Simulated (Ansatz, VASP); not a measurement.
## TiTe2: VASP beside Ansatz

```
Te Ti
1.0
     3.67869    0.00000    0.00000
    -1.83934    3.18584    0.00000
     0.00000    0.00000   24.55023
Te Ti
4 2
Cartesian
  0.0000 2.1239 4.5000
  1.8393 1.0619 8.0251
  3.6787 2.1239 11.7551
  5.5180 1.0619 15.2802
  0.0000 0.0000 6.2626
  3.6787 0.0000 13.5177
```

Alike in both runs: task single point; functional PBE; dispersion D3(BJ); k mesh 9 × 9 × 1; occupations gaussian, width 0.1 eV; no spin polarisation.

```csv
,VASP,Ansatz
version,VASP 6.6.1,Ansatz 0.2.0
potentials or method,"VASP PAW PBE potentials, release 64 (Te, Ti_sv), cutoff 520 eV","scalar-relativistic, plane waves, PAW"
valence electrons in the cell,48,88
```

Ansatz gave:

| Quantity | Value |
| --- | --- |
| gap on the k mesh at the Fermi level (eV) | none |
| rms of the force components (eV/Å) | 0.047 |
| work function, face that differs most (eV) | 4.84 |

Q: What did VASP give for the same quantities?

A: gap on the k mesh at the Fermi level (eV): none; rms of the force components (eV/Å): 0.049; work function, face that differs most (eV): 4.85.

A gap of «none» marks a metal or a gap that the smearing closes. VASP's potentials hold 48 valence electrons a cell and Ansatz's 88, so a difference there can come from the potentials and not from the codes.

Neither program's run includes spin-orbit coupling.
